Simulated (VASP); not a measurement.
Input of a VASP 6.6.1 run:

File INCAR:

```
SYSTEM = AlNi
PREC = Accurate
ENCUT = 520
EDIFF = 1E-6
ISMEAR = -1
SIGMA = 0.08
LREAL = .False.
LASPH = .True.
NELM = 80
ALGO = Normal
ISIF = 2
LWAVE = .False.
LCHARG = .True.
GGA = PE
LELF = .True.
LVHAR = .True.
NBANDS = 14
```

Contents of KPOINTS:

```
Automatic mesh
0
Gamma
  15 15 15
  0 0 0
```

POSCAR

```
AlNi
1.0
    0.0000000000      2.2372890788      2.2372890788
    2.2372890788      0.0000000000      2.2372890788
    2.2372890788      2.2372890788      0.0000000000
Ni Al
1 1
Direct
    0.0000000000      0.0000000000      0.0000000000
    0.5000000000      0.5000000000      0.5000000000
```

Potentials or basis: VASP PAW PBE potentials, release 64 (Ni, Al).

Launch:

```sh
$ cat potpaw_PBE.64/Ni/POTCAR potpaw_PBE.64/Al/POTCAR > POTCAR
$ mpirun -np 1 vasp_std > vasp.out
```

Question: Estimate the pressure.

Answer: 45.9 GPa.

Spin polarisation is off, so any magnetic state and its effect on volume and gap are missing.
